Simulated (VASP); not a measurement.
# Al in VASP: a series of runs, part 2 of 2

VASP 6.6.1.

## (3) Single point, PBEsol (atoms displaced along a vibrational mode)

INCAR

```
SYSTEM = Al
PREC = Accurate ; ENCUT = 500
EDIFF = 1E-6 ; ISMEAR = 0
SIGMA = 0.15 ; LREAL = .FALSE.
LASPH = .TRUE. ; NELM = 120
ALGO = Normal ; ISIF = 2
LWAVE = .FALSE. ; LCHARG = .FALSE.
GGA = PS ; NBANDS = 10
GGA_COMPAT = .FALSE.
```

KPOINTS

```
Automatic mesh
0
G
  18 18 20
  0 0 0
```

POSCAR

```
Al
1.0
    0.0000000000     -2.0239800000     -2.0239800000
   -2.0239800000      0.0000000000     -2.0239800000
    2.0239800000      2.0239800000     -4.0479600000
Al
2
Direct
    0.5133582824      0.5133582824      0.4598860281
   -0.0133582824     -0.0133582824      0.0401139719
```

Potentials or basis: VASP PAW PBE potentials, release 64 (Al).

Started as:

```
$ cat potpaw_PBE.64/Al/POTCAR > POTCAR
$ mpirun -np 1 vasp_std > vasp.out
```

OUTCAR:

```text
SYSTEM = Al
   PREC = Accurate
   ENCUT = 500
   EDIFF = 1E-6
   ISMEAR = 0
   LREAL = .FALSE.
   LASPH = .TRUE.
   NELM = 120
   ISIF = 2
   GGA = PS

 ion  position               nearest neighbor table
   1  0.513  0.513  0.460-   2 2.57   2 2.57   2 2.57   2 3.18   2 3.18   2 3.18
   2  0.987  0.987  0.040-   1 2.57   1 2.57   1 2.57   1 3.18   1 3.18   1 3.18

  LATTYP: Found a trigonal (rhomboedric) cell.
 ALAT       =     4.9577182496
 COS(alpha) =     0.8333333333

  Lattice vectors:

 A1 = (   2.0239800000,   4.0479600000,  -2.0239800000)
 A2 = (   4.0479600000,   2.0239800000,  -2.0239800000)
 A3 = (   2.0239800000,   2.0239800000,  -4.0479600000)

Analysis of symmetry for initial positions (statically):
=====================================================================
 Subroutine PRICEL returns:
 Original cell was already a primitive cell.

 Routine SETGRP: Setting up the symmetry group for a
 trigonal (rhombohedral) supercell.

 Subroutine GETGRP returns: Found  4 space group operations
 (whereof  2 operations were pure point group operations)
 out of a pool of 12 trial point group operations.

The static configuration has the point symmetry C_1h.
 The point group associated with its full space group is C_2h.

Analysis of symmetry for dynamics (positions and initial velocities):
=====================================================================
 Subroutine PRICEL returns:
 Original cell was already a primitive cell.

 Routine SETGRP: Setting up the symmetry group for a
 trigonal (rhombohedral) supercell.

 Subroutine GETGRP returns: Found  4 space group operations
 (whereof  2 operations were pure point group operations)
 out of a pool of 12 trial point group operations.

The dynamic configuration has the point symmetry C_1h.
 The point group associated with its full space group is C_2h.

 Subroutine INISYM returns: Found  4 space group operations
 (whereof  2 operations are pure point group operations),
 and found     1 'primitive' translations

----------------------------------------------------------------------------------------

                                     Primitive cell

[... 142 lines left out ...]
   LRPA    =     F    only Hartree local field effects (RPA)
 non-spin polarized calculation
 Gauss-broadening in eV      SIGMA  =   0.15
  energy-cutoff  :      500.00
  volume of cell :       33.16
 maximum number of plane-waves:       856
 NGX is ok and might be reduce to    24
   NGX = 11   NGY = 11   NGZ = 17

 number of electron       6.0000000 magnetization

 Free energy of the ion-electron system (eV)
  ---------------------------------------------------
  ext. energy  EPLUGINS =         0.00000000
  ---------------------------------------------------
  free energy    TOTEN  =        -7.81686335 eV

  energy without entropy =       -7.80818927  energy(sigma->0) =       -7.81252631

 E-fermi :   7.8379     XC(G=0): -10.1948

 val. band max:        7.8364098222   @ k =   0.3333   0.0556   0.3000
 cond. band min:       7.8394543476   @ k =  -0.1111   0.1111   0.2500
 fundamental gap:      0.0030445254
 Fermi energy:         7.8379314054

 k-point     1 :       0.0000    0.0000    0.0000
  band No.  band energies     occupation
      1      -3.4551      2.00000
      2       3.4830      2.00000
      3       3.5501      2.00000
      4      18.3245      0.00000
      5      18.3247      0.00000
      6      18.7808      0.00000
      7      18.7808      0.00000
      8      20.6308      0.00000
      9      20.7264      0.00000
     10      21.1090      0.00000
[... 287 lines left out ...]
 k-point    24 :      -0.2222    0.0556    0.0000
  band No.  band energies     occupation
      1      -1.8914      2.00000
      2       4.3118      2.00000
      3       5.6651      2.00000
      4      10.0785      0.00000
      5      13.1384      0.00000
      6      13.9424      0.00000
      7      16.3887      0.00000
      8      17.7312      0.00000
      9      19.8290      0.00000
     10      20.3464      0.00000

 [... further k-points ...]

------------------------ aborting loop because EDIFF is reached ----------------------------------------

  FORCE on cell =-STRESS in cart. coord.  units (eV):
  Direction    XX          YY          ZZ          XY          YZ          ZX
  --------------------------------------------------------------------------------------
  -------------------------------------------------------------------------------------
  Total        0.7874801      0.7874801      0.7733772      0.3007199     -0.2978820     -0.2978820
  in kB       38.0427171     38.0427171     37.3614159     14.5276087    -14.3905105    -14.3905105
  external PRESSURE =      37.8156167 kB  Pullay stress =       0.0000000 kB

 VOLUME and BASIS-vectors are now :
 -----------------------------------------------------------------------------
  energy-cutoff  :      500.00
  volume of cell :       33.16
      direct lattice vectors                 reciprocal lattice vectors
     0.000000000 -2.023980000 -2.023980000     0.123519007 -0.370557021 -0.123519007
    -2.023980000  0.000000000 -2.023980000    -0.370557021  0.123519007 -0.123519007
     2.023980000  2.023980000 -4.047960000     0.123519007  0.123519007 -0.123519007

 POSITION                                       TOTAL-FORCE (eV/Angst)
 -----------------------------------------------------------------------------------
     -0.10823     -0.10823     -3.93965         1.215215      1.215215     -1.215586
     -1.91575     -1.91575     -4.15627        -1.215215     -1.215215      1.215586
 -----------------------------------------------------------------------------------
    total drift:                               -0.000000     -0.000000      0.000000

  FREE ENERGIE OF THE ION-ELECTRON SYSTEM (eV)
  ---------------------------------------------------
  free  energy   TOTEN  =        -7.8168633463 eV

  energy  without entropy=       -7.8081892713  energy(sigma->0) =       -7.81252631
```

OSZICAR:

```text
N       E                     dE             d eps       ncg     rms          rms(c)
DAV:   1    -0.559523077522E+00   -0.55952E+00   -0.21061E+03 34676   0.421E+02
DAV:   2    -0.784163547043E+01   -0.72821E+01   -0.70374E+01 44936   0.557E+01
DAV:   3    -0.801848343975E+01   -0.17685E+00   -0.17560E+00 44690   0.701E+00
DAV:   4    -0.801944122560E+01   -0.95779E-03   -0.95768E-03 42132   0.578E-01
DAV:   5    -0.801945138830E+01   -0.10163E-04   -0.10164E-04 41984   0.571E-02    0.239E+00
DAV:   6    -0.784911394438E+01    0.17034E+00   -0.39612E-01 37790   0.196E+00    0.128E+00
DAV:   7    -0.782134901881E+01    0.27765E-01   -0.68188E-02 42370   0.930E-01    0.438E-01
DAV:   8    -0.781691754412E+01    0.44315E-02   -0.69437E-03 37054   0.410E-01    0.163E-01
DAV:   9    -0.781689261892E+01    0.24925E-04   -0.37935E-04 39362   0.891E-02    0.248E-02
DAV:  10    -0.781686345905E+01    0.29160E-04   -0.11875E-04 37740   0.410E-02    0.727E-03
DAV:  11    -0.781686334633E+01    0.11272E-06   -0.39803E-06 40618   0.123E-02
   1 F= -.78168633E+01 E0= -.78125263E+01  d E =-.867408E-02
```

stdout:

```text
POSCAR found type information on POSCAR Al
 POSCAR found :  1 types and       2 ions
 scaLAPACK will be used
 -----------------------------------------------------------------------------
|                                                                             |
|                                                                             |
[... 21 lines left out ...]
|     Results are often still useful ...                                      |
|                                                                             |
 -----------------------------------------------------------------------------

 POSCAR, INCAR and KPOINTS ok, starting setup
 FFT: planning ... GRIDC
 FFT: planning ... GRID_SOFT
 FFT: planning ... GRID
 WAVECAR not read
 entering main loop
```

Wall time 8.8 min (1 thread of Oxide Virtual Turin-like, shared host); peak memory 0.47 GiB.

What came out:

```yaml
Free_energy: -7.8169 eV
Pressure: 3.8 GPa
Largest_force: 2.105 eV/Å
Band_gap_on_the_k_mesh: zero (bands 3 and 4 overlap by 5.57 eV)
```

Forces in eV/Å, atoms in the order of the input:
```
Al   1.215  1.215 -1.216
Al  -1.215 -1.215  1.216
```

Levels at points of the mesh, in eV from the Fermi level:
```csv
k point,band 1,band 2,band 3,band 4,band 5,band 6,band 7
"(0.00, 0.00, 0.00)",-11.29,-4.35,-4.29,10.49,10.49,10.94,10.94
"(0.50, 0.00, 0.00)",-5.36,-5.21,-0.73,-0.31,3.50,3.91,5.84
"(0.50, 0.50, 0.00)",-4.92,-4.89,-2.37,-1.32,5.12,5.21,5.67
"(0.00, 0.00, 0.50)",-10.39,-8.43,3.05,3.91,10.16,10.16,10.70
"(0.50, 0.00, 0.50)",-4.92,-4.89,-2.37,-1.32,5.12,5.21,5.67
"(0.50, 0.50, 0.50)",-5.36,-5.21,-0.73,-0.31,3.50,3.91,5.84
```

Caveat: the cell differs from its parent crystal (atoms displaced along a vibrational mode); the cell stands under pressure; the PAW data sets were made with another functional, which shifts forces and pressure a little.

## (4) Single point, PBEsol (atoms displaced along a vibrational mode)

INCAR

```
SYSTEM = Al
ALGO = Normal
EDIFF = 1E-6
ENCUT = 500
GGA = PS
GGA_COMPAT = .FALSE.
ISIF = 2
ISMEAR = 0
LASPH = .TRUE.
LCHARG = .FALSE.
LREAL = .FALSE.
LWAVE = .FALSE.
NBANDS = 10
NELM = 120
PREC = Accurate
SIGMA = 0.15
```

KPOINTS

```
k-points
0
G
  18 18 20
  0 0 0
```

POSCAR

```
Al
1.0
    0.0000000000     -2.0239800000     -2.0239800000
   -2.0239800000      0.0000000000     -2.0239800000
    2.0239800000      2.0239800000     -4.0479600000
Al
2
Direct
    0.5080149694      0.5080149694      0.4759316169
   -0.0080149694     -0.0080149694      0.0240683831
```

Started as:

```
$ cat potpaw_PBE.64/Al/POTCAR > POTCAR
$ mpirun -np 1 vasp_std > vasp.out
```

It took 8.1 min on 1 thread of Oxide Virtual Turin-like, shared host; peak memory 0.48 GiB.

The run converged. Its results:

```yaml
Free_energy: -8.0571 eV
Pressure: 0.1 GPa
Largest_force: 1.143 eV/Å
Band_gap_on_the_k_mesh: zero (bands 3 and 4 overlap by 5.70 eV)
```

Forces on the atoms (eV/Å):
```
Al   0.660  0.660 -0.660
Al  -0.660 -0.660  0.660
```

Stress tensor (GPa, compression positive):
```
 0.15  0.41 -0.38
 0.41  0.15 -0.38
-0.38 -0.38  0.07
```

Levels at points of the mesh, in eV from the Fermi level:
| k point | band 1 | band 2 | band 3 | band 4 | band 5 | band 6 | band 7 |
| --- | --- | --- | --- | --- | --- | --- | --- |
| (0.00, 0.00, 0.00) | -11.16 | -4.46 | -4.35 | 10.97 | 10.97 | 11.24 | 11.24 |
| (0.50, 0.00, 0.00) | -5.16 | -5.06 | -0.78 | -0.53 | 3.54 | 3.80 | 6.33 |
| (0.50, 0.50, 0.00) | -4.70 | -4.58 | -2.67 | -1.48 | 5.21 | 5.44 | 5.61 |
| (0.00, 0.00, 0.50) | -9.99 | -8.81 | 3.17 | 3.74 | 10.53 | 10.53 | 10.88 |
| (0.50, 0.00, 0.50) | -4.70 | -4.58 | -2.67 | -1.48 | 5.21 | 5.44 | 5.61 |
| (0.50, 0.50, 0.50) | -5.16 | -5.06 | -0.78 | -0.53 | 3.54 | 3.80 | 6.33 |

Caveat: the cell differs from its parent crystal (atoms displaced along a vibrational mode); the PAW data sets were made with another functional, which shifts forces and pressure a little.

## (5) Summary

| cell | gap on the mesh (eV) | pressure (GPa) | largest force (eV/Å) |
| --- | --- | --- | --- |
| as given, atomic positions A | none | 9.5 | 3.39 |
| as given, atomic positions B | none | 3.8 | 2.11 |
| as given, atomic positions C | none | 0.1 | 1.14 |

Alike in all rows: task single point; level PBEsol; potentials or basis VASP PAW PBE potentials, release 64 (Al); no spin polarisation; k mesh 18 × 18 × 20; cutoff (eV) 500; smearing gaussian 0.15 eV.

Caveats: the PAW data sets were made with another functional, which shifts forces and pressure a little; the cell stands under pressure (at least some runs).

Total energies depend on the potentials used, so only differences within one code and one set of settings carry meaning.
